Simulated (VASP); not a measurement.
# BiSb2Se: single point with PBE

BiSb2Se:

```
Sb Bi Se
1.0
     4.28891    0.00000    0.00000
     0.00000    4.28891    0.00000
     0.00000    0.00000    6.16286
Sb Bi Se
2 1 1
Direct
  0.50000 0.00000 0.50000
  0.00000 0.50000 0.50000
  0.00000 0.00000 0.00000
  0.50000 0.50000 0.00000
```

The cell was built from a structure type or drawn by symmetry, and may not be a known phase.

- Program: VASP 6.6.1
- Task: single point
- Functional: PBE
- Potentials or basis: VASP PAW PBE potentials, release 64 (Sb, Bi_d, Se)
- Cutoff: 520 eV
- k mesh: 10 × 10 × 10
- Occupations: gaussian, width 0.1 eV
- Spin: no spin polarisation
- Dipole correction: no
- Further INCAR settings: ALGO = Normal; EDIFF = 1e-06; NBANDS = 24

```
Pressure               : 0.0 GPa
Band gap on the k mesh : zero (an odd number of electrons rules out a gap without spin polarisation)
```

Levels at points of the mesh, in eV from the Fermi level:
| k point | band 13 | band 14 | band 15 | band 16 | band 17 | band 18 |
| --- | --- | --- | --- | --- | --- | --- |
| (0.00, 0.00, 0.00) | -2.20 | -2.20 | -0.08 | 1.39 | 2.39 | 3.05 |
| (0.50, 0.00, 0.00) | -1.60 | -1.24 | -0.86 | -0.04 | 0.54 | 0.76 |
| (0.50, 0.50, 0.00) | -4.81 | -2.26 | -1.34 | -1.24 | -1.24 | 4.50 |
| (0.00, 0.00, 0.50) | -2.88 | -2.65 | -2.42 | 0.03 | 0.75 | 3.23 |
| (0.50, 0.00, 0.50) | -1.87 | -1.08 | -0.58 | -0.48 | -0.19 | -0.18 |
| (0.50, 0.50, 0.50) | -5.33 | -0.97 | 0.27 | 0.27 | 0.77 | 4.48 |

It took 110 s on 1 thread of AMD EPYC 9R45 96-Core Processor (Zen 5), with other jobs on the host, peak memory 0.45 GiB.

Caveat: spin-orbit coupling is left out, which moves the levels of the heavy elements; this functional lacks dispersion, which binds the layers, so the pressure and a relaxed spacing across them are unreliable.
